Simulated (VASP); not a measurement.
Set up this calculation in VASP 6.6.1, as the native input.

- Task: relaxation of cell and atoms
- Functional: r2SCAN
- Dispersion: rVV10
- Potentials or basis: VASP PAW PBE potentials, release 64 (Pb_d, S)
- Cutoff: 600 eV
- k mesh: 6 × 6 × 6
- Occupations: fermi-dirac, width 0.02 eV
- Spin: no spin polarisation
- Dipole correction: no
- Further INCAR settings: ALGO = Normal; EDIFF = 1e-06; IBRION = 2; EDIFFG = -0.005; NSW = 80; ISIF = 3

The system is PbS.

```xyz
2
Lattice="0.0000 2.9671 2.9671 2.9671 0.0000 2.9671 2.9671 2.9671 0.0000" Properties=species:S:1:pos:R:3 pbc="T T T"
Pb    0.0000    0.0000    0.0000
S     2.9671    2.9671    2.9671
```

These files were run (other wordings do the same):

POSCAR

```
PbS
1.0
    0.0000000000      2.9671236703      2.9671236703
    2.9671236703      0.0000000000      2.9671236703
    2.9671236703      2.9671236703      0.0000000000
Pb S
1 1
Direct
    0.0000000000      0.0000000000      0.0000000000
    0.5000000000      0.5000000000      0.5000000000
```

INCAR.step1

```
  ALGO = Normal
  EDIFF = 1E-4
  ENCUT = 600
  GGA = PE
  ISMEAR = -1
  LASPH = T
  LCHARG = F
  LREAL = F
  LWAVE = T
  NELM = 80
  PREC = Accurate
  SIGMA = 0.02
```

INCAR.step2

```
  ALGO = Normal
  BPARAM = 11.95
  CPARAM = 0.0093
  EDIFF = 1E-6
  EDIFFG = -0.005
  ENCUT = 600
  IBRION = 2
  ISIF = 3
  ISMEAR = -1
  ISTART = 1
  IVDW_NL = 2
  LASPH = T
  LCHARG = F
  LMIXTAU = T
  LREAL = F
  LUSE_VDW = T
  LWAVE = F
  METAGGA = R2SCAN
  NELM = 80
  NSW = 80
  PREC = Accurate
  SIGMA = 0.02
```

KPOINTS

```
k-points
0
Gamma
  6 6 6
```

Potentials or basis: VASP PAW PBE potentials, release 64 (Pb_d, S).

Launch:

```bash
$ cat potpaw_PBE.64/Pb_d/POTCAR potpaw_PBE.64/S/POTCAR > POTCAR
$ cp INCAR.step1 INCAR
$ mpirun -np 1 vasp_std > vasp.out
$ cp INCAR.step2 INCAR
$ mpirun -np 1 vasp_std > vasp.out
```

Results of the run:

```
Relaxed volume                        : 26.28 Å³/atom
Relaxed cell                          : a = 4.205 Å, b = 4.205 Å, c = 4.205 Å, α = 60.00°, β = 60.00°, γ = 60.00°
Space group after relaxing (to 0.1 Å) : Fm-3m (No. 225)
Energy gained by relaxing             : 0.2 meV/atom
Ionic steps                           : 3
Pressure after relaxing               : 0.0 GPa
Band gap on the k mesh                : 0.61 eV
```

Caveat: the PAW data sets were made with another functional, which shifts forces and pressure a little; spin-orbit coupling is left out, which moves the levels of the heavy elements.

Wall time 3.7 min on 1 thread of Intel(R) Xeon(R) Platinum 8559C (Emerald Rapids) (shared host), peak memory 0.39 GiB.
